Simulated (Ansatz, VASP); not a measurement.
# WS2: VASP beside Ansatz

Contents of INCAR:

```
  PREC = Accurate
  ENCUT = 520
  EDIFF = 1E-6
  ISMEAR = 0
  SIGMA = 0.02
  LREAL = False
  LASPH = True
  NELM = 60
  ALGO = Normal
  ISIF = 2
  LWAVE = False
  LCHARG = False
  GGA = PS
  IBRION = 2
  NSW = 60
  EDIFFG = -0.008
```

Contents of KPOINTS:

```
regular mesh
0
Gamma
  12 12 2
```

The input POSCAR:

```
WS2
1.0
    3.1457762274      0.0000000000      0.0000000000
   -1.5728881137      2.7243221276      0.0000000000
    0.0000000000      0.0000000000     17.2077223777
W S
1 2
Direct
    0.3333333333      0.6666666667      0.0000000000
    0.6666666667      0.3333333333      0.9075761489
    0.6666666667      0.3333333333      0.0924238511
```

Input for Ansatz:

```yaml
crystal:
  lattice:
    - [3.1457762274, 0.0, 0.0]
    - [-1.5728881137, 2.7243221276, 0.0]
    - [0.0, 0.0, 17.2077223777]
  atoms:
    - { symbol: W, position: [0.3333333333, 0.6666666667, 0.0] }
    - { symbol: S, position: [0.6666666667, 0.3333333333, 0.9075761489] }
    - { symbol: S, position: [0.6666666667, 0.3333333333, 0.0924238511] }
basis:
  ecutwfc: 420
kpoints:
  mp_grid: { grid: [12, 12, 2] }
hamiltonian:
  xc: pbesol
scf:
  occupations: { method: gaussian, width: 0.02 }
output:
  forces: true
  stress: true
  eigenvalues: true
relax:
  adjacent_minimum: "off"
  f_tol: 0.008
  max_steps: 40
```

Change from the starting cell: strain along c alone, the other axes held, atoms relaxed: +1.5 %.

Alike in both runs: task relaxation of the atoms; functional PBEsol; k mesh 12 × 12 × 2; occupations gaussian, width 0.02 eV; no spin polarisation.

|  | VASP | Ansatz |
| --- | --- | --- |
| version | VASP 6.6.1 | Ansatz 0.2.0 |
| potentials or method | VASP PAW PBE potentials, release 64 (W_sv, S), cutoff 520 eV | scalar-relativistic, plane waves, PAW |
| valence electrons in the cell | 26 | 26 |

```csv
,VASP,Ansatz,Ansatz less VASP
"gap on the k mesh at the Fermi level, each at its own relaxed structure (eV)",1.94,1.94,-0.008
```

VASP's potentials were made for PBE, not for PBEsol. Ansatz's warnings: stress scf threshold loose.

Spin-orbit coupling is off throughout.
